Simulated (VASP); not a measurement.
Input of a VASP 6.6.1 run:

INCAR

```
SYSTEM = Ge2Sb2O
PREC = Accurate ; ENCUT = 600
EDIFF = 1E-7 ; ISMEAR = 0
SIGMA = 0.1 ; LREAL = .False.
LASPH = .True. ; NELM = 120
ALGO = Normal ; ISIF = 3
LWAVE = .False. ; LCHARG = .False.
GGA = PE ; IBRION = 2
NSW = 90 ; EDIFFG = -0.04
GGA_COMPAT = .False. ; NELMIN = 4
```

KPOINTS

```
Automatic mesh
0
Gamma
  6 6 4
  0 0 0
```

File POSCAR:

```
Ge2Sb2O
1.0
    5.2727484900      0.0000000000      0.0000000000
   -2.6363742400      4.5663341400      0.0000000000
    0.0000000000      0.0000000000      4.8321716700
Ge Sb O
2 2 1
Direct
    0.3333333300      0.6666666700      0.0000000000
    0.6666666700      0.3333333300      0.0000000000
    0.3333333300      0.6666666700      0.5000000000
    0.6666666700      0.3333333300      0.5000000000
    0.0000000000      0.0000000000      0.0000000000
```

Potentials or basis: VASP PAW PBE potentials, release 64 (Ge_d, Sb, O).

The run is started by

```bash
$ cat potpaw_PBE.64/Ge_d/POTCAR potpaw_PBE.64/Sb/POTCAR potpaw_PBE.64/O/POTCAR > POTCAR
$ mpirun -np 1 vasp_std > vasp.out
```

Q: What does it give for the relaxed cell?

A: a = 4.838 Å, b = 4.838 Å, c = 5.755 Å, α = 90.00°, β = 90.00°, γ = 120.00°.

Q: Predict the band gap on the k mesh.

A: Zero (bands 22 and 23 overlap by 1.83 eV).

The path:
```csv
step,energy change (eV),largest force (eV/Å),pressure (GPa),volume (Å³)
1,0.0000,0.0000,8.08,116.34
2,-2.5787,0.0000,-4.28,131.73
3,-2.7741,0.0000,-4.16,127.14
4,-2.7879,0.0000,-4.43,128.01
5,-2.7867,0.0000,-4.36,127.74
6,-2.9566,0.0000,0.10,116.70
7,-2.9591,0.0000,-0.44,117.76
8,-2.9667,0.0000,-0.04,116.68
```

Caveat: a cell axis changed by over 15 % at a fixed basis, so the end point is rough; spin-orbit coupling is left out, which moves the levels of the heavy elements.
